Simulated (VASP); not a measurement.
A run of VASP 6.6.1:

The input INCAR:

```
PREC = Accurate
ENCUT = 520
EDIFF = 1E-6
ISMEAR = 0
SIGMA = 0.1
LREAL = False
LASPH = True
NELM = 150
ALGO = Normal
ISIF = 2
LWAVE = False
LCHARG = False
ISPIN = 2
MAGMOM = 2 -2
LORBIT = 11
LMAXMIX = 4
NBANDS = 21
ISYM = 0
```

File KPOINTS:

```
regular mesh
0
Gamma
  12 7 10
```

Contents of POSCAR:

```
Ni
1.0
    0.0000000000     -1.7716500000     -1.7716500000
   -3.5433000000     -1.7716500000     -1.7716500000
    0.0000000000      1.7716500000     -1.7716500000
Ni
2
Direct
    0.0000000000      0.0000000000      0.0000000000
    0.0000000000      0.5000000000      0.5000000000
```

Potentials or basis: VASP PAW LDA potentials, release 64 (Ni).

Run with:

```sh
$ cat potpaw_LDA.64/Ni/POTCAR > POTCAR
$ mpirun -np 1 vasp_std > vasp.out
```

Hardware: 1 thread of Intel(R) Xeon(R) 6975P-C (Granite Rapids) (shared host).

Question: How long does it take, and how much memory?

Answer: Wall time 7.6 min on 1 thread of Intel(R) Xeon(R) 6975P-C (Granite Rapids), with other jobs on the host, peak memory 0.35 GiB. Counts: scf iterations 20, k points 422.
